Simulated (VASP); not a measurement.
CsGeBr3, 5 atoms in the cell. It takes space group Cmmm (No. 65, orthorhombic). Conventional cell: a = 7.747 Å, b = 7.904 Å, c = 5.533 Å, α = 90.00°, β = 90.00°, γ = 90.00°. Cs (site symmetry mmm) has 12 Br at 3.87 to 3.95 Å and 8 Ge at 4.76 to 4.82 Å within 5.1 Å. Ge (site symmetry mmm) has 6 Br at 2.77 Å within 3.6 Å. Br (site symmetry 2/m) has 2 Ge at 2.77 Å within 3.6 Å. Br (site symmetry mmm) has 2 Ge at 2.77 Å within 3.6 Å.  This cell differs from its parent crystal: strain -0.0200 x Voigt [0, 0, 0, 0, 1, 0].

| Quantity | Value |
| --- | --- |
| Program | VASP 6.6.1 |
| Task | single point |
| Functional | PBEsol |
| Potentials or basis | VASP PAW PBE potentials, release 64 (Cs_sv, Ge_d, Br) |
| Cutoff | 520 eV |
| k mesh | 6 × 6 × 6 |
| Occupations | gaussian, width 0.05 eV |
| Spin | no spin polarisation |
| Dipole correction | no |
| Further INCAR settings | ALGO = Normal; EDIFF = 1e-06; NBANDS = 30 |

Potentials or basis: VASP PAW PBE potentials, release 64 (Cs_sv, Ge_d, Br).

Launch:

```console
$ cat potpaw_PBE.64/Cs_sv/POTCAR potpaw_PBE.64/Ge_d/POTCAR potpaw_PBE.64/Br/POTCAR > POTCAR
$ mpirun -np 1 vasp_std > vasp.out
```

Hardware: 1 thread of AMD EPYC 9R45 96-Core Processor (Zen 5), with other jobs on the host.

Question: How long does it take, and how much memory?

Answer: Wall time 2.2 min on 1 thread of AMD EPYC 9R45 96-Core Processor (Zen 5) (shared host), peak memory 0.38 GiB. Counts: scf iterations 13, k points 52.
